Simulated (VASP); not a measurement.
# KI (Pm-3m) in VASP: a series of runs

The runs below take KI through single point, with r2SCAN.

All numbers are computed with VASP 6.6.1; they aren't measurements. Logs are shortened: lines on timing, memory, paths and dates and some standing lists are left out, and cuts for length are marked.

**1. The cell of the first run**

It takes space group Pm-3m (No. 221, cubic). The conventional cell has a = 4.180 Å, b = 4.180 Å, c = 4.180 Å, α = 90.00°, β = 90.00°, γ = 90.00°. Within 4.8 Å of K (site symmetry m-3m) lie 8 I at 3.62 Å and 6 K at 4.18 Å. I (site symmetry m-3m) has 8 K at 3.62 Å and 6 I at 4.18 Å within 4.8 Å.

**2. Single point, r2SCAN (strained)**

File POSCAR:

```
KI
1.0
    4.1797542827      0.0000000000      0.0000000000
    0.0000000000      4.1797542827      0.0000000000
    0.0000000000      0.0000000000      4.1797542827
K I
1 1
Direct
    0.0000000000      0.0000000000      0.0000000000
    0.5000000000      0.5000000000      0.5000000000
```

File INCAR.step1:

```
SYSTEM = KI
PREC = Accurate ; ENCUT = 520
ISMEAR = 0 ; SIGMA = 0.02
LREAL = .FALSE. ; LASPH = .TRUE.
NELM = 100 ; NBANDS = 15
GGA = PE ; ALGO = Normal
EDIFF = 1E-4 ; LWAVE = .TRUE.
LCHARG = .FALSE.
```

File INCAR.step2:

```
SYSTEM = KI
PREC = Accurate ; ENCUT = 520
EDIFF = 1E-7 ; ISMEAR = 0
SIGMA = 0.02 ; LREAL = .FALSE.
LASPH = .TRUE. ; NELM = 100
ALGO = Normal ; ISIF = 2
LWAVE = .FALSE. ; LCHARG = .FALSE.
METAGGA = R2SCAN ; LMIXTAU = .TRUE.
NBANDS = 15 ; ISTART = 1
```

File KPOINTS:

```
Automatic mesh
0
G
  6 6 6
  0 0 0
```

Potentials or basis: VASP PAW PBE potentials, release 64 (K_sv, I).

Command:

```sh
$ cat potpaw_PBE.64/K_sv/POTCAR potpaw_PBE.64/I/POTCAR > POTCAR
$ cp INCAR.step1 INCAR
$ mpirun -np 1 vasp_std > vasp.out
$ cp INCAR.step2 INCAR
$ mpirun -np 1 vasp_std > vasp.out
```

OUTCAR:

```text
SYSTEM = KI
   PREC = Accurate
   ENCUT = 520
   EDIFF = 1E-7
   ISMEAR = 0
   LREAL = .FALSE.
   LASPH = .TRUE.
   NELM = 100
   ISIF = 2
   METAGGA = R2SCAN
   ISTART = 1

 ion  position               nearest neighbor table
   1  0.000  0.000  0.000-   2 3.62   2 3.62   2 3.62   2 3.62   2 3.62   2 3.62   2 3.62   2 3.62

   2  0.500  0.500  0.500-   1 3.62   1 3.62   1 3.62   1 3.62   1 3.62   1 3.62   1 3.62   1 3.62

  LATTYP: Found a simple cubic cell.
 ALAT       =     4.1797542827

  Lattice vectors:

 A1 = (   4.1797542827,   0.0000000000,   0.0000000000)
 A2 = (   0.0000000000,   4.1797542827,   0.0000000000)
 A3 = (   0.0000000000,   0.0000000000,   4.1797542827)

Analysis of symmetry for initial positions (statically):
=====================================================================
 Subroutine PRICEL returns:
 Original cell was already a primitive cell.

 Routine SETGRP: Setting up the symmetry group for a
 simple cubic supercell.

 Subroutine GETGRP returns: Found 48 space group operations
 (whereof 48 operations were pure point group operations)
 out of a pool of 48 trial point group operations.

The static configuration has the point symmetry O_h .

Analysis of symmetry for dynamics (positions and initial velocities):
=====================================================================
 Subroutine PRICEL returns:
 Original cell was already a primitive cell.

 Routine SETGRP: Setting up the symmetry group for a
 simple cubic supercell.

 Subroutine GETGRP returns: Found 48 space group operations
 (whereof 48 operations were pure point group operations)
 out of a pool of 48 trial point group operations.

The dynamic configuration has the point symmetry O_h .

 Subroutine INISYM returns: Found 48 space group operations
 (whereof 48 operations are pure point group operations),
 and found     1 'primitive' translations

----------------------------------------------------------------------------------------

                                     Primitive cell

  volume of cell :      73.0218

  direct lattice vectors                    reciprocal lattice vectors
     4.179754283  0.000000000  0.000000000     0.239248514  0.000000000  0.000000000
     0.000000000  4.179754283  0.000000000     0.000000000  0.239248514  0.000000000
     0.000000000  0.000000000  4.179754283     0.000000000  0.000000000  0.239248514

  length of vectors
     4.179754283  4.179754283  4.179754283     0.239248514  0.239248514  0.239248514

  position of ions in fractional coordinates (direct lattice)
     0.000000000  0.000000000  0.000000000
     0.500000000  0.500000000  0.500000000

  ion indices of the primitive-cell ions
   primitive index   ion index
                 1           1
                 2           2

----------------------------------------------------------------------------------------

 KPOINTS: Automatic mesh

Automatic generation of k-mesh.
 Grid dimensions read from file:
 generate k-points for:    6    6    6

 Generating k-lattice:

  Cartesian coordinates                     Fractional coordinates (reciprocal lattice)
     0.039874752  0.000000000  0.000000000     0.166666667  0.000000000  0.000000000
     0.000000000  0.039874752  0.000000000     0.000000000  0.166666667  0.000000000
     0.000000000  0.000000000  0.039874752     0.000000000  0.000000000  0.166666667

  Length of vectors
     0.039874752  0.039874752  0.039874752

  Shift w.r.t. Gamma in fractional coordinates (k-lattice)
     0.000000000  0.000000000  0.000000000

 Subroutine IBZKPT returns following result:
 ===========================================

 Found     20 irreducible k-points:

 Following reciprocal coordinates:
            Coordinates               Weight
  0.000000  0.000000  0.000000      1.000000
  0.166667  0.000000  0.000000      6.000000
  0.333333  0.000000  0.000000      6.000000
  0.500000  0.000000  0.000000      3.000000
  0.166667  0.166667  0.000000     12.000000
  0.333333  0.166667  0.000000     24.000000
[... 12 lines left out ...]
  0.500000  0.500000  0.333333      6.000000
  0.500000  0.500000  0.500000      1.000000
   k-points           NKPTS =     20   k-points in BZ     NKDIM =     20   number of bands    NBANDS=     15
   number of dos      NEDOS =    301   number of ions     NIONS =      2
   total plane-waves  NPLWV =  32768
   dimension x,y,z NGX =    32 NGY =   32 NGZ =   32
   dimension x,y,z NGXF=    64 NGYF=   64 NGZF=   64
   ions per type =               1   1
   NGX,Y,Z   is equivalent  to a cutoff of  12.73, 12.73, 12.73 a.u.
   NGXF,Y,Z  is equivalent  to a cutoff of  25.46, 25.46, 25.46 a.u.
 SYSTEM =  KI
   PREC   = accura    normal or accurate (medium, high low for compatibility)
   ISTART =      1    job   : 0-new  1-cont  2-samecut
   ICHARG =      0    charge: 1-file 2-atom 10-const
   ISPIN  =      1    spin polarized calculation?
   LNONCOLLINEAR =      F non collinear calculations
   LSORBIT =      F    spin-orbit coupling
   LASPH  =      T    aspherical Exc in radial PAW
   ENCUT  =  520.0 eV  38.22 Ry    6.18 a.u.   7.77  7.77  7.77*2*pi/ulx,y,z
   NELM   =    100;   NELMIN=  2; NELMDL=  0     # of ELM steps
   EDIFF  = 0.1E-06   stopping-criterion for ELM
   LREAL  =      F    real-space projection
   EDIFFG = 0.1E-05   stopping-criterion for IOM
   NSW    =      0    number of steps for IOM
   IBRION =     -1    ionic relax: 0-MD 1-quasi-New 2-CG
   NFREE  =      0    steps in history (QN), initial steepest desc. (CG)
   ISIF   =      2    stress and relaxation
   ISYM   =      2    0-nonsym 1-usesym 2-fastsym
   POTIM  = 0.5000    time-step for ionic-motion
   TEBEG  =    0.0;   TEEND  =   0.0 temperature during run
   PSTRESS=    0.0 pullay stress
   NELECT =      16.0000    total number of electrons
   NUPDOWN=      -1.0000    fix difference up-down
   EMIN   =  10.00;   EMAX   =-10.00  energy-range for DOS
   EFERMI =   0.00;   METHOD = LEGACY
   ISMEAR =     0;   SIGMA  =   0.02  broadening in eV -4-tet -1-fermi 0-gaus
   EFERMI_NEDOS =   21; number of points for ismear=-14 and -15
   IALGO  =     38    algorithm
   IMIX   =      4    mixing-type and parameters
     AMIX     =   0.40;   BMIX     =  1.00
     AMIX_MAG =   1.60;   BMIX_MAG =  1.00
  volume/ion in A,a.u.               =      36.51       246.39
  Fermi-wavevector in a.u.,A,eV,Ry     =   0.986955  1.865075 13.253169  0.974080
  Thomas-Fermi vector in A             =   2.118374
   LORBIT       =      0    0 simple, 1 ext, 2 COOP (PROOUT), +10 PAW based schemes
   METAGGA = R2SCAN    functional components
   LHFCALC =     F    Hartree Fock is set to
   AEXX    =    0.0000 exact exchange contribution
   IVDW    =     0    specifies the selected vdW correction
   LEPSILON=     F    determine dielectric tensor
   LRPA    =     F    only Hartree local field effects (RPA)
 non-spin polarized calculation
 Gauss-broadening in eV      SIGMA  =   0.02
  energy-cutoff  :      520.00
  volume of cell :       73.02
 maximum number of plane-waves:      1984
 NGX is ok and might be reduce to    32
   NGX = 15   NGY = 15   NGZ = 15

 number of electron      15.9999997 magnetization

 Free energy of the ion-electron system (eV)
  ---------------------------------------------------
  ext. energy  EPLUGINS =         0.00000000
  ---------------------------------------------------
  free energy    TOTEN  =       -33.83823357 eV

  energy without entropy =      -33.83823357  energy(sigma->0) =      -33.83823357

 E-fermi :   1.2522     XC(G=0):  -8.3956

 val. band max:        1.1275515783   @ k =   0.5000   0.5000   0.0000
 cond. band min:       5.4121398125   @ k =   0.0000   0.0000   0.0000
 fundamental gap:      4.2845882342
 Fermi energy:         1.2522234218

 k-point     1 :       0.0000    0.0000    0.0000
  band No.  band energies     occupation
      1     -29.4073      2.00000
      2     -12.0921      2.00000
      3     -12.0921      2.00000
      4     -12.0921      2.00000
      5     -10.5941      2.00000
      6       0.7120      2.00000
      7       0.7120      2.00000
      8       0.7120      2.00000
      9       5.4121      0.00000
     10       6.2013      0.00000
     11       6.2013      0.00000
     12      10.2961      0.00000
     13      10.2961      0.00000
     14      10.2961      0.00000
     15      12.4821      0.00000

 k-point     2 :       0.1667    0.0000    0.0000
  band No.  band energies     occupation
      1     -29.4056      2.00000
      2     -12.1596      2.00000
      3     -12.0881      2.00000
      4     -12.0881      2.00000
      5     -10.4822      2.00000
      6      -0.0069      2.00000
      7       0.7303      2.00000
      8       0.7303      2.00000
      9       5.9623      0.00000
     10       6.4181      0.00000
     11       7.0377      0.00000
     12      10.1982      0.00000
     13      10.1982      0.00000
     14      10.4244      0.00000
     15      11.4240      0.00000

 k-point     3 :       0.3333    0.0000    0.0000
  band No.  band energies     occupation
      1     -29.4023      2.00000
      2     -12.2781      2.00000
      3     -12.0802      2.00000
      4     -12.0802      2.00000
      5     -10.2662      2.00000
      6      -1.0548      2.00000
      7       0.7669      2.00000
      8       0.7669      2.00000
      9       6.8789      0.00000
     10       7.0490      0.00000
     11       8.6845      0.00000
     12       9.7733      0.00000
     13      10.1986      0.00000
     14      10.1986      0.00000
     15      10.7330      0.00000
[... 271 lines left out ...]
 k-point    19 :       0.5000    0.5000    0.3333
  band No.  band energies     occupation
      1     -29.3901      2.00000
      2     -12.1794      2.00000
      3     -12.1794      2.00000
      4     -12.1461      2.00000
      5      -9.9598      2.00000
      6      -0.8196      2.00000
      7      -0.8196      2.00000
      8      -0.4194      2.00000
      9       6.6987      0.00000
     10       7.5377      0.00000
     11       7.5377      0.00000
     12      10.3082      0.00000
     13      11.1737      0.00000
     14      11.1737      0.00000
     15      11.8243      0.00000

 k-point    20 :       0.5000    0.5000    0.5000
  band No.  band energies     occupation
      1     -29.3886      2.00000
      2     -12.1726      2.00000
      3     -12.1726      2.00000
      4     -12.1726      2.00000
      5      -9.8978      2.00000
      6      -0.8130      2.00000
      7      -0.8130      2.00000
      8      -0.8130      2.00000
      9       7.3074      0.00000
     10       7.3074      0.00000
     11       7.3074      0.00000
     12      11.0438      0.00000
     13      11.0438      0.00000
     14      11.0438      0.00000
     15      11.7959      0.00000

------------------------ aborting loop because EDIFF is reached ----------------------------------------

  FORCE on cell =-STRESS in cart. coord.  units (eV):
  Direction    XX          YY          ZZ          XY          YZ          ZX
  --------------------------------------------------------------------------------------
  -------------------------------------------------------------------------------------
  Total        0.6490423      0.6490423      0.6490423     -0.0000000     -0.0000000      0.0000000
  in kB       14.2406991     14.2406991     14.2406991     -0.0000000     -0.0000000      0.0000000
  external PRESSURE =      14.2406991 kB  Pullay stress =       0.0000000 kB

 VOLUME and BASIS-vectors are now :
 -----------------------------------------------------------------------------
  energy-cutoff  :      520.00
  volume of cell :       73.02
      direct lattice vectors                 reciprocal lattice vectors
     4.179754283  0.000000000  0.000000000     0.239248514  0.000000000  0.000000000
     0.000000000  4.179754283  0.000000000     0.000000000  0.239248514  0.000000000
     0.000000000  0.000000000  4.179754283     0.000000000  0.000000000  0.239248514

 POSITION                                       TOTAL-FORCE (eV/Angst)
 -----------------------------------------------------------------------------------
      0.00000      0.00000      0.00000         0.000000      0.000000      0.000000
      2.08988      2.08988      2.08988         0.000000      0.000000      0.000000
 -----------------------------------------------------------------------------------
    total drift:                                0.000000      0.000000     -0.000000

  FREE ENERGIE OF THE ION-ELECTRON SYSTEM (eV)
  ---------------------------------------------------
  free  energy   TOTEN  =       -33.8382335730 eV

  energy  without entropy=      -33.8382335730  energy(sigma->0) =      -33.83823357
```

Wall time 72 s (1 thread of AMD EPYC 7R43 (Zen 3), shared host); peak memory 0.15 GiB.

What came out:

* Free energy: -33.8382 eV
* Pressure: 1.4 GPa
* Band gap on the k mesh: 4.28 eV (least direct gap 4.35 eV)

Levels at points of the mesh, in eV from the valence-band top:
| k point | band 4 | band 5 | band 6 | band 7 | band 8 | band 9 | band 10 | band 11 | band 12 | band 13 |
| --- | --- | --- | --- | --- | --- | --- | --- | --- | --- | --- |
| (0.00, 0.00, 0.00) | -13.22 | -11.72 | -0.42 | -0.42 | -0.42 | 4.28 | 5.07 | 5.07 | 9.17 | 9.17 |
| (0.50, 0.00, 0.00) | -13.20 | -11.29 | -2.61 | -0.34 | -0.34 | 6.38 | 6.63 | 7.56 | 8.17 | 9.49 |
| (0.50, 0.50, 0.00) | -13.19 | -11.26 | -1.97 | -1.97 | 0.00 | 4.35 | 6.38 | 7.37 | 7.37 | 10.20 |
| (0.50, 0.50, 0.50) | -13.30 | -11.03 | -1.94 | -1.94 | -1.94 | 6.18 | 6.18 | 6.18 | 9.92 | 9.92 |

Caveat: the cell differs from its parent crystal (strained); the PAW data sets were made with another functional, which shifts forces and pressure a little; spin-orbit coupling is left out, which moves the levels of the heavy elements.

**3. Single point, r2SCAN (strained)**

File POSCAR:

```
KI
1.0
    4.2409038351      0.0000000000      0.0000000000
    0.0000000000      4.2409038351      0.0000000000
    0.0000000000      0.0000000000      4.2409038351
K I
1 1
Direct
    0.0000000000      0.0000000000      0.0000000000
    0.5000000000      0.5000000000      0.5000000000
```

File INCAR.step1:

```
ALGO = Normal ; EDIFF = 1E-4
ENCUT = 520 ; GGA = PE
ISMEAR = 0 ; LASPH = True
LCHARG = False ; LREAL = False
LWAVE = True ; NBANDS = 15
NELM = 60 ; PREC = Accurate
SIGMA = 0.02
```

File INCAR.step2:

```
ALGO = Normal ; EDIFF = 1E-6
ENCUT = 520 ; ISIF = 2
ISMEAR = 0 ; ISTART = 1
LASPH = True ; LCHARG = False
LMIXTAU = True ; LREAL = False
LWAVE = False ; METAGGA = R2SCAN
NBANDS = 15 ; NELM = 60
PREC = Accurate ; SIGMA = 0.02
```

File KPOINTS:

```
k-points
0
Gamma
  6 6 6
```

Potentials or basis: VASP PAW PBE potentials, release 64 (K_sv, I).

Command:

```sh
$ cat potpaw_PBE.64/K_sv/POTCAR potpaw_PBE.64/I/POTCAR > POTCAR
$ cp INCAR.step1 INCAR
$ mpirun -np 1 vasp_std > vasp.out
$ cp INCAR.step2 INCAR
$ mpirun -np 1 vasp_std > vasp.out
```

Run time: 65 s. Hardware: 1 thread of AMD EPYC 7R43 (Zen 3), shared host; peak memory 0.16 GiB.

Results (log left out):

```
Free energy            : -33.8588 eV
Pressure               : 0.6 GPa
Band gap on the k mesh : 4.15 eV (least direct gap 4.41 eV)
```

Levels at points of the mesh, in eV from the valence-band top:
```csv
k point,band 6,band 7,band 8,band 9,band 10,band 11
"(0.00, 0.00, 0.00)",-0.39,-0.39,-0.39,4.15,5.18,5.18
"(0.50, 0.00, 0.00)",-2.44,-0.31,-0.31,6.25,6.69,7.60
"(0.50, 0.50, 0.00)",-1.84,-1.84,0.00,4.41,6.37,7.40
"(0.50, 0.50, 0.50)",-1.80,-1.80,-1.80,6.16,6.16,6.16
```

Caveat: the cell differs from its parent crystal (strained); the PAW data sets were made with another functional, which shifts forces and pressure a little; spin-orbit coupling is left out, which moves the levels of the heavy elements. A k mesh can miss the band edges.
